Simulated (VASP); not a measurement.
# W (P6_3/mmc) in VASP: notebook

The runs below take W through single point, relaxation of cell and atoms, with PBE.

Program: VASP 6.6.1. These are calculated values, not measurements. Logs are shortened: lines on timing, memory, paths and dates and some standing lists are left out, and cuts for length are marked.

## Step 1: The cell of the first run

Symmetry: P6_3/mmc, No. 194, hexagonal system. The conventional cell has a = 2.754 Å, b = 2.754 Å, c = 4.882 Å, α = 90.00°, β = 90.00°, γ = 120.00°. Within 3.6 Å of W (site symmetry -6m2) lie 12 W at 2.75 to 2.91 Å.

This isn't the form of W at room conditions, which is bcc.

## Step 2: Single point, PBE

INCAR reads:

```
  PREC = Accurate
  ENCUT = 520
  EDIFF = 1E-7
  ISMEAR = -1
  SIGMA = 0.08
  LREAL = False
  LASPH = True
  NELM = 100
  ALGO = Normal
  ISIF = 2
  LWAVE = False
  LCHARG = True
  GGA = PE
  LELF = True
  LVHAR = True
  NBANDS = 21
```

KPOINTS reads:

```
regular mesh
0
Gamma
  16 16 9
```

POSCAR reads:

```
W
1.0
    2.7543623388      0.0000000000      0.0000000000
   -1.3771811694      2.3853477567      0.0000000000
    0.0000000000      0.0000000000      4.8819653132
W
2
Direct
    0.3333333333      0.6666666667      0.2500000000
    0.6666666667      0.3333333333      0.7500000000
```

Potentials or basis: VASP PAW PBE potentials, release 64 (W_sv).

Run with:

```bash
> cat potpaw_PBE.64/W_sv/POTCAR > POTCAR
> mpirun -np 1 vasp_std > vasp.out
```

OUTCAR:

```text
PREC = Accurate
   ENCUT = 520
   EDIFF = 1E-7
   ISMEAR = -1
   LREAL = False
   LASPH = True
   NELM = 100
   ISIF = 2
   GGA = PE

 ion  position               nearest neighbor table
   1  0.333  0.667  0.250-   2 2.91   2 2.91   2 2.91   2 2.91   2 2.91   2 2.91
   2  0.667  0.333  0.750-   1 2.91   1 2.91   1 2.91   1 2.91   1 2.91   1 2.91

  LATTYP: Found a hexagonal cell.
 ALAT       =     2.7543623388
 C/A-ratio  =     1.7724484700

  Lattice vectors:

 A1 = (   2.7543623388,   0.0000000000,   0.0000000000)
 A2 = (  -1.3771811694,   2.3853477567,   0.0000000000)
 A3 = (   0.0000000000,   0.0000000000,   4.8819653132)

Analysis of symmetry for initial positions (statically):
=====================================================================
 Subroutine PRICEL returns:
 Original cell was already a primitive cell.

 Routine SETGRP: Setting up the symmetry group for a
 hexagonal supercell.

 Subroutine GETGRP returns: Found 24 space group operations
 (whereof 12 operations were pure point group operations)
 out of a pool of 24 trial point group operations.

The static configuration has the point symmetry D_3d.
 The point group associated with its full space group is D_6h.

Analysis of symmetry for dynamics (positions and initial velocities):
=====================================================================
 Subroutine PRICEL returns:
 Original cell was already a primitive cell.

 Routine SETGRP: Setting up the symmetry group for a
 hexagonal supercell.

 Subroutine GETGRP returns: Found 24 space group operations
 (whereof 12 operations were pure point group operations)
 out of a pool of 24 trial point group operations.

The dynamic configuration has the point symmetry D_3d.
 The point group associated with its full space group is D_6h.

 Subroutine INISYM returns: Found 24 space group operations
 (whereof 12 operations are pure point group operations),
 and found     1 'primitive' translations

----------------------------------------------------------------------------------------

                                     Primitive cell

  volume of cell :      32.0751

  direct lattice vectors                    reciprocal lattice vectors
     2.754362339  0.000000000  0.000000000     0.363060439  0.209613042  0.000000000
    -1.377181169  2.385347757  0.000000000     0.000000000  0.419226084  0.000000000
     0.000000000  0.000000000  4.881965313     0.000000000  0.000000000  0.204835540

  length of vectors
     2.754362339  2.754362339  4.881965313     0.419226084  0.419226084  0.204835540

  position of ions in fractional coordinates (direct lattice)
     0.333333333  0.666666667  0.250000000
     0.666666667  0.333333333  0.750000000

  ion indices of the primitive-cell ions
   primitive index   ion index
                 1           1
                 2           2

----------------------------------------------------------------------------------------

 KPOINTS: regular mesh

Automatic generation of k-mesh.
 Grid dimensions read from file:
 generate k-points for:   16   16    9

 Generating k-lattice:

  Cartesian coordinates                     Fractional coordinates (reciprocal lattice)
     0.022691277  0.013100815  0.000000000     0.062500000  0.000000000  0.000000000
     0.000000000  0.026201630  0.000000000     0.000000000  0.062500000  0.000000000
     0.000000000  0.000000000  0.022759504     0.000000000  0.000000000  0.111111111

  Length of vectors
     0.026201630  0.026201630  0.022759504

  Shift w.r.t. Gamma in fractional coordinates (k-lattice)
     0.000000000  0.000000000  0.000000000

 Subroutine IBZKPT returns following result:
 ===========================================

 Found    150 irreducible k-points:

 Following reciprocal coordinates:
            Coordinates               Weight
  0.000000  0.000000  0.000000      1.000000
  0.062500 -0.000000  0.000000      6.000000
  0.125000 -0.000000  0.000000      6.000000
  0.187500 -0.000000  0.000000      6.000000
  0.250000 -0.000000  0.000000      6.000000
  0.312500  0.000000  0.000000      6.000000
[... 16 lines left out ...]
  0.187500  0.187500  0.000000      6.000000
  0.250000  0.187500  0.000000     12.000000
 [... further k-points ...]
   k-points           NKPTS =    150   k-points in BZ     NKDIM =    150   number of bands    NBANDS=     21
   number of dos      NEDOS =    301   number of ions     NIONS =      2
   total plane-waves  NPLWV =  14400
   dimension x,y,z NGX =    20 NGY =   20 NGZ =   36
   dimension x,y,z NGXF=    40 NGYF=   40 NGZF=   72
   ions per type =               2
   NGX,Y,Z   is equivalent  to a cutoff of  12.07, 12.07, 12.26 a.u.
   NGXF,Y,Z  is equivalent  to a cutoff of  24.14, 24.14, 24.52 a.u.
 SYSTEM =  unknown system
   PREC   = accura    normal or accurate (medium, high low for compatibility)
   ISTART =      0    job   : 0-new  1-cont  2-samecut
   ICHARG =      2    charge: 1-file 2-atom 10-const
   ISPIN  =      1    spin polarized calculation?
   LNONCOLLINEAR =      F non collinear calculations
   LSORBIT =      F    spin-orbit coupling
   LASPH  =      T    aspherical Exc in radial PAW
   ENCUT  =  520.0 eV  38.22 Ry    6.18 a.u.   5.12  5.12  9.08*2*pi/ulx,y,z
   NELM   =    100;   NELMIN=  2; NELMDL= -5     # of ELM steps
   EDIFF  = 0.1E-06   stopping-criterion for ELM
   LREAL  =      F    real-space projection
   EDIFFG = 0.1E-05   stopping-criterion for IOM
   NSW    =      0    number of steps for IOM
   IBRION =     -1    ionic relax: 0-MD 1-quasi-New 2-CG
   NFREE  =      0    steps in history (QN), initial steepest desc. (CG)
   ISIF   =      2    stress and relaxation
   ISYM   =      2    0-nonsym 1-usesym 2-fastsym
   POTIM  = 0.5000    time-step for ionic-motion
   TEBEG  =    0.0;   TEEND  =   0.0 temperature during run
   PSTRESS=    0.0 pullay stress
   NELECT =      28.0000    total number of electrons
   NUPDOWN=      -1.0000    fix difference up-down
   EMIN   =  10.00;   EMAX   =-10.00  energy-range for DOS
   EFERMI =   0.00;   METHOD = LEGACY
   ISMEAR =    -1;   SIGMA  =   0.08  broadening in eV -4-tet -1-fermi 0-gaus
   EFERMI_NEDOS =   21; number of points for ismear=-14 and -15
   IALGO  =     38    algorithm
   IMIX   =      4    mixing-type and parameters
     AMIX     =   0.40;   BMIX     =  1.00
     AMIX_MAG =   1.60;   BMIX_MAG =  1.00
  volume/ion in A,a.u.               =      16.04       108.23
  Fermi-wavevector in a.u.,A,eV,Ry     =   1.564606  2.956677 33.306957  2.447992
  Thomas-Fermi vector in A             =   2.667205
   LORBIT       =      0    0 simple, 1 ext, 2 COOP (PROOUT), +10 PAW based schemes
   GGA     = PE    functional components
   LHFCALC =     F    Hartree Fock is set to
   AEXX    =    0.0000 exact exchange contribution
   IVDW    =     0    specifies the selected vdW correction
   LEPSILON=     F    determine dielectric tensor
   LRPA    =     F    only Hartree local field effects (RPA)
 non-spin polarized calculation
  energy-cutoff  :      520.00
  volume of cell :       32.08
 maximum number of plane-waves:       876
   NGX = 11   NGY = 11   NGZ = 19

 number of electron      28.0000004 magnetization

 Free energy of the ion-electron system (eV)
  ---------------------------------------------------
  ext. energy  EPLUGINS =         0.00000000
  ---------------------------------------------------
  free energy    TOTEN  =       -24.90241616 eV

  energy without entropy =      -24.86093612  energy(sigma->0) =      -24.88167614

 E-fermi :  10.9083     XC(G=0): -13.5567

 val. band max:       10.9053471143   @ k =   0.0625  -0.0000   0.1111
 cond. band min:      10.9225368980   @ k =   0.3750  -0.0000   0.0000
 fundamental gap:      0.0171897837
 Fermi energy:        10.9082624654

 k-point     1 :       0.0000    0.0000    0.0000
  band No.  band energies     occupation
      1     -62.8190      2.00000
      2     -62.7375      2.00000
      3     -27.5982      2.00000
      4     -26.5917      2.00000
      5     -26.4180      2.00000
      6     -26.4180      2.00000
[... 13 lines left out ...]
     20      15.3228      0.00000
     21      20.0760      0.00000

 k-point     2 :       0.0625   -0.0000    0.0000
  band No.  band energies     occupation
      1     -62.8141      2.00000
      2     -62.7340      2.00000
      3     -27.5831      2.00000
      4     -26.5936      2.00000
      5     -26.4669      2.00000
      6     -26.4314      2.00000
[... 13 lines left out ...]
     20      15.7730      0.00000
     21      20.0550      0.00000

 k-point     3 :       0.1250   -0.0000    0.0000
  band No.  band energies     occupation
      1     -62.8001      2.00000
      2     -62.7241      2.00000
      3     -27.5391      2.00000
      4     -26.6052      2.00000
      5     -26.6000      2.00000
      6     -26.5041      2.00000
[... 13 lines left out ...]
     20      16.7794      0.00000
     21      19.9498      0.00000

 k-point     4 :       0.1875   -0.0000    0.0000
  band No.  band energies     occupation
      1     -62.7789      2.00000
      2     -62.7095      2.00000
      3     -27.4701      2.00000
      4     -26.8099      2.00000
      5     -26.7071      2.00000
      6     -26.6123      2.00000
[... 13 lines left out ...]
     20      17.9764      0.00000
     21      19.7111      0.00000

 k-point     5 :       0.2500   -0.0000    0.0000
  band No.  band energies     occupation
      1     -62.7535      2.00000
      2     -62.6927      2.00000
      3     -27.3826      2.00000
      4     -27.0473      2.00000
      5     -26.9381      2.00000
      6     -26.6327      2.00000
[... 13 lines left out ...]
     20      19.1884      0.00000
     21      19.3778      0.00000

 k-point     6 :       0.3125    0.0000    0.0000
  band No.  band energies     occupation
      1     -62.7271      2.00000
      2     -62.6766      2.00000
      3     -27.2852      2.00000
      4     -27.2802      2.00000
      5     -27.1609      2.00000
      6     -26.6626      2.00000
[... 13 lines left out ...]
     20      19.1019      0.00000
     21      20.2942      0.00000

 k-point     7 :       0.3750   -0.0000    0.0000
  band No.  band energies     occupation
      1     -62.7037      2.00000
      2     -62.6639      2.00000
      3     -27.4739      2.00000
      4     -27.3444      2.00000
      5     -27.1892      2.00000
      6     -26.7009      2.00000
[... 13 lines left out ...]
     20      19.1177      0.00000
     21      21.1826      0.00000
[... 291 lines left out ...]
      1     -62.6968      2.00000
      2     -62.6605      2.00000
      3     -27.4401      2.00000
      4     -27.3291      2.00000
      5     -27.1597      2.00000
      6     -26.7898      2.00000
[... 13 lines left out ...]
     20      19.8836      0.00000
     21      22.1395      0.00000

 k-point    21 :       0.3750    0.1250    0.0000
  band No.  band energies     occupation
      1     -62.6809      2.00000
      2     -62.6541      2.00000
      3     -27.5512      2.00000
      4     -27.4206      2.00000
      5     -27.0824      2.00000
      6     -26.8395      2.00000
[... 13 lines left out ...]
     20      20.4498      0.00000
     21      21.0630      0.00000

 k-point    22 :       0.4375    0.1250    0.0000
  band No.  band energies     occupation
      1     -62.6749      2.00000
      2     -62.6523      2.00000
      3     -27.5899      2.00000
      4     -27.4525      2.00000
      5     -27.0492      2.00000
      6     -26.8568      2.00000
[... 13 lines left out ...]
     20      19.6811      0.00000
     21      21.4885      0.00000

 k-point    23 :       0.1875    0.1875    0.0000
  band No.  band energies     occupation
      1     -62.7210      2.00000
      2     -62.6730      2.00000
      3     -27.2617      2.00000
      4     -27.1976      2.00000
      5     -27.1878      2.00000
      6     -26.7199      2.00000
[... 13 lines left out ...]
     20      19.4190      0.00000
     21      21.2027      0.00000

 k-point    24 :       0.2500    0.1875    0.0000
  band No.  band energies     occupation
      1     -62.6991      2.00000
      2     -62.6615      2.00000
      3     -27.3464      2.00000
      4     -27.2876      2.00000
      5     -27.1706      2.00000
      6     -26.8237      2.00000
[... 13 lines left out ...]
     20      20.0598      0.00000
     21      22.4216      0.00000

 [... further k-points ...]

------------------------ aborting loop because EDIFF is reached ----------------------------------------

  FORCE on cell =-STRESS in cart. coord.  units (eV):
  Direction    XX          YY          ZZ          XY          YZ          ZX
  --------------------------------------------------------------------------------------
  -------------------------------------------------------------------------------------
  Total        1.8702153      1.8702153      1.8419020      0.0000000     -0.0000000      0.0000000
  in kB       93.4188929     93.4188929     92.0046205      0.0000000     -0.0000000      0.0000000
  external PRESSURE =      92.9474688 kB  Pullay stress =       0.0000000 kB

 VOLUME and BASIS-vectors are now :
 -----------------------------------------------------------------------------
  energy-cutoff  :      520.00
  volume of cell :       32.08
      direct lattice vectors                 reciprocal lattice vectors
     2.754362339  0.000000000  0.000000000     0.363060439  0.209613042  0.000000000
    -1.377181169  2.385347757  0.000000000     0.000000000  0.419226084  0.000000000
     0.000000000  0.000000000  4.881965313     0.000000000  0.000000000  0.204835540

 POSITION                                       TOTAL-FORCE (eV/Angst)
 -----------------------------------------------------------------------------------
     -0.00000      1.59023      1.22049         0.000000     -0.000000      0.000000
      1.37718      0.79512      3.66147        -0.000000      0.000000      0.000000
 -----------------------------------------------------------------------------------
    total drift:                               -0.000000      0.000000     -0.000000

  FREE ENERGIE OF THE ION-ELECTRON SYSTEM (eV)
  ---------------------------------------------------
  free  energy   TOTEN  =       -24.9024161631 eV

  energy  without entropy=      -24.8609361186  energy(sigma->0) =      -24.88167614
```

Wall time 27 s (1 thread of Intel Xeon 6975P-C (Granite Rapids), shared host); peak memory 0.2 GiB.

Results:

| Item | Value |
| --- | --- |
| Free energy | -24.9024 eV |
| Pressure | 9.3 GPa |
| Band gap on the k mesh | zero (bands 14 and 15 overlap by 1.73 eV) |

Stress tensor (GPa, compression positive):
```
9.34 0.00 0.00
0.00 9.34 0.00
0.00 0.00 9.20
```

Caveat: the cell stands under pressure; spin-orbit coupling is left out, which moves the levels of the heavy elements.

(Part 1 of 2 ends here.)
